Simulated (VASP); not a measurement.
Here is a VASP 6.6.1 calculation.

File INCAR:

```
PREC = Accurate
ENCUT = 500
EDIFF = 1E-6
ISMEAR = 0
SIGMA = 0.01
LREAL = F
LASPH = T
NELM = 120
ALGO = Normal
ISIF = 2
LWAVE = F
LCHARG = F
GGA = PS
NBANDS = 26
GGA_COMPAT = F
```

KPOINTS

```
regular mesh
0
Gamma
  6 6 4
```

POSCAR

```
CdSe
1.0
    4.3226071713      0.0000000000      0.0000000000
   -2.1613035856      3.7434876209      0.0000000000
    0.0000000000      0.0000000000      7.0011742562
Cd Se
2 2
Direct
    0.3333333333      0.6666666667      0.0046992087
    0.6666666667      0.3333333333      0.5046992087
    0.3333333333      0.6666666667      0.3803007913
    0.6666666667      0.3333333333      0.8803007913
```

Potentials or basis: VASP PAW PBE potentials, release 64 (Cd, Se).

Command:

```sh
$ cat potpaw_PBE.64/Cd/POTCAR potpaw_PBE.64/Se/POTCAR > POTCAR
$ mpirun -np 1 vasp_std > vasp.out
```

Q: Estimate the band gap on the k mesh.

A: 0.53 eV.

Q: Predict the largest force.

A: 0.058 eV/Å.

Q: Predict the pressure.

A: 0.0 GPa.

Stress tensor (GPa, compression positive):
```
-0.24  0.00  0.00
 0.00 -0.24  0.00
 0.00  0.00  0.46
```

Caveat: the cell differs from its parent crystal (in-plane strain +0.005); the PAW data sets were made with another functional, which shifts forces and pressure a little.
